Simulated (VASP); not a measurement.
Set up this calculation in VASP 6.6.1, as the native input.

```yaml
Task: relaxation of cell and atoms
Functional: PBE
Potentials_or_basis: VASP PAW PBE potentials, release 64 (B, N)
Cutoff: 600 eV
k_mesh: 12 × 12 × 12
Occupations: gaussian, width 0.02 eV
Spin: no spin polarisation
Dipole_correction: no
Further_INCAR_settings: ALGO = Normal; EDIFF = 1e-07; IBRION = 2; EDIFFG = -0.005; NSW = 70; ISIF = 3
```

The structure of BN lies in POSCAR:

```
BN
1.0
    0.0000000000      3.3394821895      2.1688319106
    1.2538424675      0.0000000000      2.1688319106
    1.2538424675      3.3394821895      0.0000000000
B N
1 1
Direct
    0.0001068737      0.0001068737      0.9998931263
    0.6665931163      0.6665931163      0.3334068837
```

The input as run:

INCAR

```
PREC = Accurate
ENCUT = 600
EDIFF = 1E-7
ISMEAR = 0
SIGMA = 0.02
LREAL = F
LASPH = T
NELM = 60
ALGO = Normal
ISIF = 3
LWAVE = F
LCHARG = F
GGA = PE
IBRION = 2
NSW = 70
EDIFFG = -0.005
```

KPOINTS

```
regular mesh
0
Gamma
  12 12 12
```

Potentials or basis: VASP PAW PBE potentials, release 64 (B, N).

Launch:

```sh
$ cat potpaw_PBE.64/B/POTCAR potpaw_PBE.64/N/POTCAR > POTCAR
$ mpirun -np 1 vasp_std > vasp.out
```

It gave:

```
Relaxed volume                         : 10.53 Å³/atom
Relaxed cell                           : a = 4.424 Å, b = 2.512 Å, c = 4.052 Å, α = 81.08°, β = 34.12°, γ = 64.80°
Space group after relaxing (to 0.05 Å) : Fmm2 (No. 42)
Energy gained by relaxing              : 10.3 meV/atom
Ionic steps                            : 14
Pressure after relaxing                : 0.0 GPa
Band gap on the k mesh                 : 4.16 eV, indirect (least direct gap 4.56 eV)
```

Caveat: the volume moved by over 15 % at a fixed basis, so the end points are rough.

Wall time 4.1 min on 1 thread of AMD EPYC 9R45 96-Core Processor (Zen 5), with other jobs on the host, peak memory 0.15 GiB.
